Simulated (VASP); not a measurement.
# MnO2 (R-3m) in VASP: settings compared

Aim: see how the results for MnO2 move with the level of theory and the settings. Levels: PBEsol, LDA. Tasks: single point.

Program: VASP 6.6.1. These are calculated values, not measurements. Logs are shortened: lines on timing, memory, paths and dates and some standing lists are left out, and cuts for length are marked.

### 1 The cell of the first run

Symmetry: R-3m, No. 166, trigonal system. Conventional cell: a = 2.857 Å, b = 2.857 Å, c = 13.752 Å, α = 90.00°, β = 90.00°, γ = 120.00°. Within 2.5 Å of Mn (site symmetry -3m) lie 6 O at 1.90 Å. Within 2.6 Å of O (site symmetry 3m) lie 3 Mn at 1.90 Å and 3 O at 2.51 Å.

### 2 Single point, PBEsol, collinear spin, ferromagnetic start

File INCAR:

```
PREC = Accurate
ENCUT = 700
EDIFF = 1E-6
ISMEAR = -1
SIGMA = 0.05
LREAL = F
LASPH = T
NELM = 200
ALGO = Normal
ISIF = 2
LWAVE = F
LCHARG = F
ISPIN = 2
MAGMOM = 5.5 0 0
LORBIT = 11
LMAXMIX = 4
GGA = PS
NBANDS = 24
GGA_COMPAT = F
```

File KPOINTS:

```
Automatic mesh
0
Gamma
  11 11 11
```

File POSCAR:

```
MnO2
1.0
    1.4284348394      0.8247072390      4.5839315268
   -1.4284348394      0.8247072390      4.5839315268
    0.0000000000     -1.6494144781      4.5839315268
Mn O
1 2
Direct
    0.0000000000      0.0000000000      0.0000000000
    0.7356355100      0.7356355100      0.7356355100
    0.2643644900      0.2643644900      0.2643644900
```

Potentials or basis: VASP PAW PBE potentials, release 64 (Mn_sv, O).

On the command line:

```
cat potpaw_PBE.64/Mn_sv/POTCAR potpaw_PBE.64/O/POTCAR > POTCAR
mpirun -np 1 vasp_std > vasp.out
```

OUTCAR:

```text
PREC = Accurate
   ENCUT = 700
   EDIFF = 1E-6
   ISMEAR = -1
   LREAL = F
   LASPH = T
   NELM = 200
   ISIF = 2
   ISPIN = 2
   LORBIT = 11
   GGA = PS

 ion  position               nearest neighbor table
   1  0.000  0.000  0.000-   2 1.90   3 1.90   2 1.90   2 1.90   3 1.90   3 1.90
   2  0.736  0.736  0.736-   1 1.90   1 1.90   1 1.90
   3  0.264  0.264  0.264-   1 1.90   1 1.90   1 1.90

  LATTYP: Found a trigonal (rhomboedric) cell.
 ALAT       =     4.8716523237
 COS(alpha) =     0.8280515398

  Lattice vectors:

 A1 = (   1.4284348394,   0.8247072390,   4.5839315268)
 A2 = (  -1.4284348394,   0.8247072390,   4.5839315268)
 A3 = (   0.0000000000,  -1.6494144781,   4.5839315268)

Analysis of symmetry for initial positions (statically):
=====================================================================
 Subroutine PRICEL returns:
 Original cell was already a primitive cell.

 Routine SETGRP: Setting up the symmetry group for a
 trigonal (rhombohedral) supercell.

 Subroutine GETGRP returns: Found 12 space group operations
 (whereof 12 operations were pure point group operations)
 out of a pool of 12 trial point group operations.

The static configuration has the point symmetry D_3d.

Analysis of symmetry for dynamics (positions and initial velocities):
=====================================================================
 Subroutine PRICEL returns:
 Original cell was already a primitive cell.

 Routine SETGRP: Setting up the symmetry group for a
 trigonal (rhombohedral) supercell.

 Subroutine GETGRP returns: Found 12 space group operations
 (whereof 12 operations were pure point group operations)
 out of a pool of 12 trial point group operations.

The dynamic configuration has the point symmetry D_3d.

Analysis of structural, dynamic, and magnetic symmetry:
=====================================================================
 Subroutine PRICEL returns:
 Original cell was already a primitive cell.

 Routine SETGRP: Setting up the symmetry group for a
 trigonal (rhombohedral) supercell.

 Subroutine GETGRP returns: Found 12 space group operations
 (whereof 12 operations were pure point group operations)
 out of a pool of 12 trial point group operations.

The overall configuration has the point symmetry D_3d.

 Subroutine INISYM returns: Found 12 space group operations
 (whereof 12 operations are pure point group operations),
 and found     1 'primitive' translations

----------------------------------------------------------------------------------------

                                     Primitive cell

  volume of cell :      32.4003

  direct lattice vectors                    reciprocal lattice vectors
     1.428434839  0.824707239  4.583931527     0.350033468  0.202091917  0.072717782
    -1.428434839  0.824707239  4.583931527    -0.350033468  0.202091917  0.072717782
     0.000000000 -1.649414478  4.583931527     0.000000000 -0.404183833  0.072717782

  length of vectors
     4.871652324  4.871652324  4.871652324     0.410673163  0.410673163  0.410673163

  position of ions in fractional coordinates (direct lattice)
     0.000000000  0.000000000  0.000000000
     0.735635510  0.735635510  0.735635510
     0.264364490  0.264364490  0.264364490

  ion indices of the primitive-cell ions
   primitive index   ion index
                 1           1
                 2           2
                 3           3

----------------------------------------------------------------------------------------

 KPOINTS: Automatic mesh

Automatic generation of k-mesh.
 Grid dimensions read from file:
 generate k-points for:   11   11   11

 Generating k-lattice:

  Cartesian coordinates                     Fractional coordinates (reciprocal lattice)
     0.031821224  0.018371992  0.006610707     0.090909091 -0.000000000 -0.000000000
    -0.031821224  0.018371992  0.006610707    -0.000000000  0.090909091 -0.000000000
     0.000000000 -0.036743985  0.006610707     0.000000000  0.000000000  0.090909091

  Length of vectors
     0.037333924  0.037333924  0.037333924

  Shift w.r.t. Gamma in fractional coordinates (k-lattice)
     0.000000000  0.000000000  0.000000000

 Subroutine IBZKPT returns following result:
 ===========================================

 Found    146 irreducible k-points:

 Following reciprocal coordinates:
            Coordinates               Weight
  0.000000  0.000000  0.000000      1.000000
  0.090909  0.000000 -0.000000      6.000000
  0.181818 -0.000000 -0.000000      6.000000
  0.272727 -0.000000  0.000000      6.000000
  0.363636  0.000000 -0.000000      6.000000
  0.454545 -0.000000  0.000000      6.000000
[... 16 lines left out ...]
 -0.272727  0.181818 -0.000000     12.000000
 -0.181818  0.181818  0.000000      6.000000
 [... further k-points ...]
   k-points           NKPTS =    146   k-points in BZ     NKDIM =    146   number of bands    NBANDS=     24
   number of dos      NEDOS =    301   number of ions     NIONS =      3
   total plane-waves  NPLWV =  74088
   dimension x,y,z NGX =    42 NGY =   42 NGZ =   42
   dimension x,y,z NGXF=    84 NGYF=   84 NGZF=   84
   ions per type =               1   2
   NGX,Y,Z   is equivalent  to a cutoff of  14.33, 14.33, 14.33 a.u.
   NGXF,Y,Z  is equivalent  to a cutoff of  28.67, 28.67, 28.67 a.u.
 SYSTEM =  unknown system
   PREC   = accura    normal or accurate (medium, high low for compatibility)
   ISTART =      0    job   : 0-new  1-cont  2-samecut
   ICHARG =      2    charge: 1-file 2-atom 10-const
   ISPIN  =      2    spin polarized calculation?
   LNONCOLLINEAR =      F non collinear calculations
   LSORBIT =      F    spin-orbit coupling
   LASPH  =      T    aspherical Exc in radial PAW
   ENCUT  =  700.0 eV  51.45 Ry    7.17 a.u.  10.51 10.51 10.51*2*pi/ulx,y,z
   NELM   =    200;   NELMIN=  2; NELMDL= -5     # of ELM steps
   EDIFF  = 0.1E-05   stopping-criterion for ELM
   LREAL  =      F    real-space projection
   EDIFFG = 0.1E-04   stopping-criterion for IOM
   NSW    =      0    number of steps for IOM
   IBRION =     -1    ionic relax: 0-MD 1-quasi-New 2-CG
   NFREE  =      0    steps in history (QN), initial steepest desc. (CG)
   ISIF   =      2    stress and relaxation
   ISYM   =      2    0-nonsym 1-usesym 2-fastsym
   POTIM  = 0.5000    time-step for ionic-motion
   TEBEG  =    0.0;   TEEND  =   0.0 temperature during run
   PSTRESS=    0.0 pullay stress
   NELECT =      27.0000    total number of electrons
   NUPDOWN=      -1.0000    fix difference up-down
   EMIN   =  10.00;   EMAX   =-10.00  energy-range for DOS
   EFERMI =   0.00;   METHOD = LEGACY
   ISMEAR =    -1;   SIGMA  =   0.05  broadening in eV -4-tet -1-fermi 0-gaus
   EFERMI_NEDOS =   21; number of points for ismear=-14 and -15
   IALGO  =     38    algorithm
   IMIX   =      4    mixing-type and parameters
     AMIX     =   0.40;   BMIX     =  1.00
     AMIX_MAG =   1.60;   BMIX_MAG =  1.00
  volume/ion in A,a.u.               =      10.80        72.88
  Fermi-wavevector in a.u.,A,eV,Ry     =   1.540563  2.911243 32.291187  2.373335
  Thomas-Fermi vector in A             =   2.646633
   LORBIT       =     11    0 simple, 1 ext, 2 COOP (PROOUT), +10 PAW based schemes
   GGA     = PS    functional components
   LHFCALC =     F    Hartree Fock is set to
   AEXX    =    0.0000 exact exchange contribution
   IVDW    =     0    specifies the selected vdW correction
   LEPSILON=     F    determine dielectric tensor
   LRPA    =     F    only Hartree local field effects (RPA)
 spin polarized calculation
  energy-cutoff  :      700.00
  volume of cell :       32.40
 maximum number of plane-waves:      1377
 NGX is ok and might be reduce to    42
   NGX = 21   NGY = 21   NGZ = 21

 number of electron      27.0000001 magnetization       3.0001804

 Free energy of the ion-electron system (eV)
  ---------------------------------------------------
  ext. energy  EPLUGINS =         0.00000000
  ---------------------------------------------------
  free energy    TOTEN  =       -25.26341320 eV

  energy without entropy =      -25.26339994  energy(sigma->0) =      -25.26340657

 E-fermi :   4.7853     XC(G=0): -11.1197

 val. band max:        4.3910165253   @ k =  -0.4545   0.4545   0.4545
 cond. band min:       5.1447559815   @ k =   0.0000   0.0000   0.0000
 fundamental gap:      0.7537394563
 Fermi energy:         4.7853013428

 spin component 1

 k-point     1 :       0.0000    0.0000    0.0000
  band No.  band energies     occupation
      1     -76.9558      1.00000
      2     -45.7233      1.00000
      3     -45.7233      1.00000
      4     -45.7208      1.00000
      5     -15.2683      1.00000
      6     -12.8839      1.00000
[... 16 lines left out ...]
     23      25.9032      0.00000
     24      27.0906      0.00000
[... 598 lines left out ...]
      2     -45.8304      1.00000
      3     -45.7612      1.00000
      4     -45.7012      1.00000
      5     -14.2084      1.00000
      6     -13.1938      1.00000
[... 16 lines left out ...]
     23      23.8166      0.00000
     24      24.9433      0.00000

 [... further k-points ...]

 spin component 2

 k-point     1 :       0.0000    0.0000    0.0000
  band No.  band energies     occupation
      1     -73.7908      1.00000
      2     -42.6816      1.00000
      3     -42.6816      1.00000
      4     -42.5163      1.00000
      5     -15.0919      1.00000
      6     -12.7604      1.00000
[... 16 lines left out ...]
     23      26.3464      0.00000
     24      27.8745      0.00000
[... 598 lines left out ...]
      2     -42.8084      1.00000
      3     -42.7258      1.00000
      4     -42.4915      1.00000
      5     -14.0466      1.00000
      6     -13.0491      1.00000
[... 16 lines left out ...]
     23      24.3079      0.00000
     24      25.5096      0.00000

 [... further k-points ...]

------------------------ aborting loop because EDIFF is reached ----------------------------------------

  FORCE on cell =-STRESS in cart. coord.  units (eV):
  Direction    XX          YY          ZZ          XY          YZ          ZX
  --------------------------------------------------------------------------------------
  -------------------------------------------------------------------------------------
  Total       -0.6007903     -0.6007903     -0.2170828      0.0000000      0.0000000      0.0000000
  in kB      -29.7087148    -29.7087147    -10.7346140      0.0000000      0.0000000      0.0000000
  external PRESSURE =     -23.3840145 kB  Pullay stress =       0.0000000 kB

 VOLUME and BASIS-vectors are now :
 -----------------------------------------------------------------------------
  energy-cutoff  :      700.00
  volume of cell :       32.40
      direct lattice vectors                 reciprocal lattice vectors
     1.428434839  0.824707239  4.583931527     0.350033468  0.202091917  0.072717782
    -1.428434839  0.824707239  4.583931527    -0.350033468  0.202091917  0.072717782
     0.000000000 -1.649414478  4.583931527     0.000000000 -0.404183833  0.072717782

 POSITION                                       TOTAL-FORCE (eV/Angst)
 -----------------------------------------------------------------------------------
      0.00000      0.00000      0.00000         0.000000     -0.000000      0.000000
      0.00000     -0.00000     10.11631         0.000000      0.000000     -0.175834
      0.00000     -0.00000      3.63549         0.000000     -0.000000      0.175834
 -----------------------------------------------------------------------------------
    total drift:                               -0.000000     -0.000000      0.000000

  FREE ENERGIE OF THE ION-ELECTRON SYSTEM (eV)
  ---------------------------------------------------
  free  energy   TOTEN  =       -25.2634131967 eV

  energy  without entropy=      -25.2633999432  energy(sigma->0) =      -25.26340657

 total charge

# of ion       s       p       d       tot
------------------------------------------
    1        2.208   6.113   4.462  12.783
    2        1.573   3.405   0.000   4.978
    3        1.573   3.405   0.000   4.978
--------------------------------------------------
tot          5.354  12.923   4.462  22.739

 magnetization (x)

# of ion       s       p       d       tot
------------------------------------------
    1        0.024   0.018   2.683   2.724
    2        0.004   0.037   0.000   0.040
    3        0.004   0.037   0.000   0.040
--------------------------------------------------
tot          0.031   0.091   2.683   2.805
```

Run time: 7.9 min. Hardware: 1 thread of Intel Xeon 6975P-C (Granite Rapids), shared host; peak memory 0.48 GiB.

What came out:

```
Free energy                                           : -25.2634 eV
Pressure                                              : -2.3 GPa
Largest force                                         : 0.176 eV/Å
Band gap on the k mesh                                : 0.75 eV (least direct gap 0.82 eV)
Net moment                                            : 3.00 μB per cell
Site moments                                          : Mn +2.72; O +0.04 μB
Valence electrons inside the program's atomic spheres : Mn 12.78; O 4.98
```

Forces in eV/Å, atoms in the order of the input:
```
Mn   0.000  0.000  0.000
O    0.000  0.000 -0.176
O    0.000  0.000  0.176
```

Stress tensor (GPa, compression positive):
```
-2.97  0.00  0.00
 0.00 -2.97  0.00
 0.00  0.00 -1.07
```

Caveat: the PAW data sets were made with another functional, which shifts forces and pressure a little; a cell with one magnetic atom can't hold antiferromagnetic order, which such compounds often take. A k mesh can miss the band edges.

### 3 Single point, LDA, collinear spin, ferromagnetic start

This run uses another cell than the first one, of 10.37 Å³/atom.

File INCAR:

```
SYSTEM = MnO2
PREC = Accurate
ENCUT = 700
EDIFF = 1E-6
ISMEAR = -1
SIGMA = 0.05
LREAL = .FALSE.
LASPH = .TRUE.
NELM = 200
ALGO = Normal
ISIF = 2
LWAVE = .FALSE.
LCHARG = .FALSE.
ISPIN = 2
MAGMOM = 4 0 0
LORBIT = 11
LMAXMIX = 4
GGA = CA
NBANDS = 24
GGA_COMPAT = .FALSE.
```

File KPOINTS:

```
regular mesh
0
G
  11 11 11
  0 0 0
```

File POSCAR:

```
MnO2
1.0
    1.4091292993      0.8135611802      4.5219789117
   -1.4091292993      0.8135611802      4.5219789117
    0.0000000000     -1.6271223606      4.5219789117
Mn O
1 2
Direct
    0.0000000000      0.0000000000      0.0000000000
    0.7356355100      0.7356355100      0.7356355100
    0.2643644900      0.2643644900      0.2643644900
```

Potentials or basis: VASP PAW LDA potentials, release 64 (Mn_sv, O).

On the command line:

```
cat potpaw_LDA.64/Mn_sv/POTCAR potpaw_LDA.64/O/POTCAR > POTCAR
mpirun -np 1 vasp_std > vasp.out
```

OUTCAR:

```text
SYSTEM = MnO2
   PREC = Accurate
   ENCUT = 700
   EDIFF = 1E-6
   ISMEAR = -1
   LREAL = .FALSE.
   LASPH = .TRUE.
   NELM = 200
   ISIF = 2
   ISPIN = 2
   LORBIT = 11
   GGA = CA

 ion  position               nearest neighbor table
   1  0.000  0.000  0.000-   2 1.88   2 1.88   3 1.88   3 1.88   2 1.88   3 1.88
   2  0.736  0.736  0.736-   1 1.88   1 1.88   1 1.88
   3  0.264  0.264  0.264-   1 1.88   1 1.88   1 1.88

  LATTYP: Found a trigonal (rhomboedric) cell.
 ALAT       =     4.8058111130
 COS(alpha) =     0.8280515398

  Lattice vectors:

 A1 = (   1.4091292993,   0.8135611802,   4.5219789117)
 A2 = (  -1.4091292993,   0.8135611802,   4.5219789117)
 A3 = (   0.0000000000,  -1.6271223606,   4.5219789117)

Analysis of symmetry for initial positions (statically):
=====================================================================
 Subroutine PRICEL returns:
 Original cell was already a primitive cell.

 Routine SETGRP: Setting up the symmetry group for a
 trigonal (rhombohedral) supercell.

[... 1493 lines left out ...]
------------------------ aborting loop because EDIFF is reached ----------------------------------------

  FORCE on cell =-STRESS in cart. coord.  units (eV):
  Direction    XX          YY          ZZ          XY          YZ          ZX
  --------------------------------------------------------------------------------------
  -------------------------------------------------------------------------------------
  Total       -0.0391172     -0.0391172     -0.1077818      0.0000000      0.0000000      0.0000000
  in kB       -2.0149185     -2.0149185     -5.5518186      0.0000000      0.0000000      0.0000000
  external PRESSURE =      -3.1938852 kB  Pullay stress =       0.0000000 kB

 VOLUME and BASIS-vectors are now :
 -----------------------------------------------------------------------------
  energy-cutoff  :      700.00
  volume of cell :       31.10
      direct lattice vectors                 reciprocal lattice vectors
     1.409129299  0.813561180  4.521978912     0.354829042  0.204860643  0.073714040
    -1.409129299  0.813561180  4.521978912    -0.354829042  0.204860643  0.073714040
     0.000000000 -1.627122361  4.521978912     0.000000000 -0.409721286  0.073714040

 POSITION                                       TOTAL-FORCE (eV/Angst)
 -----------------------------------------------------------------------------------
      0.00000      0.00000      0.00000        -0.000000      0.000000      0.000000
      0.00000     -0.00000      9.97958         0.000000     -0.000000      0.074429
      0.00000     -0.00000      3.58635         0.000000      0.000000     -0.074429
 -----------------------------------------------------------------------------------
    total drift:                               -0.000000     -0.000000      0.000000

  FREE ENERGIE OF THE ION-ELECTRON SYSTEM (eV)
  ---------------------------------------------------
  free  energy   TOTEN  =       -26.3150890519 eV

  energy  without entropy=      -26.3141213840  energy(sigma->0) =      -26.31460522

 total charge

# of ion       s       p       d       tot
------------------------------------------
    1        2.217   6.125   4.512  12.853
    2        1.567   3.422   0.000   4.989
    3        1.567   3.422   0.000   4.989
--------------------------------------------------
tot          5.351  12.969   4.512  22.831

 magnetization (x)

# of ion       s       p       d       tot
------------------------------------------
    1        0.022   0.017   2.603   2.641
    2        0.004   0.072   0.000   0.076
    3        0.004   0.072   0.000   0.076
--------------------------------------------------
tot          0.029   0.162   2.603   2.794
```

stdout:

```text
POSCAR found type information on POSCAR MnO
 POSCAR found :  2 types and       3 ions
 scaLAPACK will be used
 LDA part: xc-table for (Slater(with rela. corr.)+CA(PZ))
 , standard interpolation
 POSCAR, INCAR and KPOINTS ok, starting setup
 FFT: planning ... GRIDC
 FFT: planning ... GRID_SOFT
 FFT: planning ... GRID
 WAVECAR not read
 entering main loop
```

Wall time 9.9 min (1 thread of AMD EPYC 9R45 (Zen 5), shared host); peak memory 0.36 GiB.

What came out:

```
Free energy                                           : -26.3151 eV
Pressure                                              : -0.3 GPa
Largest force                                         : 0.074 eV/Å
Band gap on the k mesh                                : 0.21 eV (least direct gap 0.25 eV)
Net moment                                            : 3.00 μB per cell
Site moments                                          : Mn +2.64; O +0.08 μB
Valence electrons inside the program's atomic spheres : Mn 12.85; O 4.99
```

Forces in eV/Å, atoms in the order of the input:
```
Mn   0.000  0.000  0.000
O    0.000  0.000  0.074
O    0.000  0.000 -0.074
```

Caveat: a cell with one magnetic atom can't hold antiferromagnetic order, which such compounds often take. A k mesh can miss the band edges.

(Part 1 of 2 ends here.)
